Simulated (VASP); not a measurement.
A run of VASP 6.6.1 is set up as follows.

INCAR

```
SYSTEM = CuO
PREC = Accurate
ENCUT = 700
EDIFF = 1E-6
ISMEAR = -1
SIGMA = 0.05
LREAL = .False.
LASPH = .True.
NELM = 120
ALGO = Normal
ISIF = 2
LWAVE = .False.
LCHARG = .False.
GGA = PE
NBANDS = 33
GGA_COMPAT = .False.
```

File KPOINTS:

```
Automatic mesh
0
Gamma
  8 8 6
  0 0 0
```

Contents of POSCAR:

```
CuO
1.0
    3.1541828075      0.0000000000      0.0000000000
    0.0000000000      3.1541828075      0.0000000000
    0.0000000000      0.0000000000      4.6183260179
Cu O
2 2
Direct
    0.0000000000      0.0000000000      0.0000000000
    0.5000000000      0.5000000000      0.0000000000
    0.5000000000      0.0000000000      0.2670000000
    0.0000000000      0.5000000000      0.7330000000
```

Potentials or basis: VASP PAW PBE potentials, release 64 (Cu_sv_GW, O).

The run is started by

```console
$ cat potpaw_PBE.64/Cu_sv_GW/POTCAR potpaw_PBE.64/O/POTCAR > POTCAR
$ mpirun -np 1 vasp_std > vasp.out
```

**Question.** Predict the pressure.

**Answer.** 18.2 GPa.

**Question.** Predict the largest force.

**Answer.** 0.619 eV/Å.

Forces in eV/Å, atoms in the order of the input:
```
Cu   0.000  0.000  0.000
Cu   0.000  0.000  0.000
O    0.000  0.000 -0.619
O    0.000  0.000  0.619
```

Caveat: the stress differs along the axes, from -9 to 32 GPa.
